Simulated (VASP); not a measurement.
Input of a VASP 6.6.1 run:

File INCAR:

```
SYSTEM = HfB2
ALGO     = Normal         ! electronic algorithm
EDIFF    = 1E-7           ! SCF threshold, eV
ENCUT    = 520            ! plane-wave cutoff, eV
GGA      = PE             ! functional
ISIF     = 2              ! what is computed and relaxed
ISMEAR   = -1             ! smearing method
LASPH    = .True.         ! aspherical terms in the spheres
LCHARG   = .False.        ! write CHGCAR
LREAL    = .False.        ! projectors in reciprocal space
LWAVE    = .False.        ! write WAVECAR
NBANDS   = 15             ! bands
NELM     = 100            ! most SCF steps
PREC     = Accurate       ! precision mode
SIGMA    = 0.05           ! smearing width, eV
```

Contents of KPOINTS:

```
k-points
0
Gamma
  13 13 11
  0 0 0
```

Contents of POSCAR:

```
HfB2
1.0
    3.1189256393      0.0000000000      0.0000000000
   -1.5594628197      2.7010688362      0.0000000000
    0.0000000000      0.0000000000      3.4566435916
Hf B
1 2
Direct
    0.0000000000      0.0000000000      0.0000000000
    0.3333333333      0.6666666667      0.5000000000
    0.6666666667      0.3333333333      0.5000000000
```

Potentials or basis: VASP PAW PBE potentials, release 64 (Hf_pv, B).

Command:

```sh
$ cat potpaw_PBE.64/Hf_pv/POTCAR potpaw_PBE.64/B/POTCAR > POTCAR
$ mpirun -np 1 vasp_std > vasp.out
```

Predict the band gap on the k mesh.

zero (band 8 reaches 8.48 eV, above the bottom of band 9 at 7.44 eV).

What does it give for the pressure?

6.4 GPa.

Stress tensor (GPa, compression positive):
```
6.48 0.00 0.00
0.00 6.48 0.00
0.00 0.00 6.20
```

Caveat: spin-orbit coupling is left out, which moves the levels of the heavy elements.
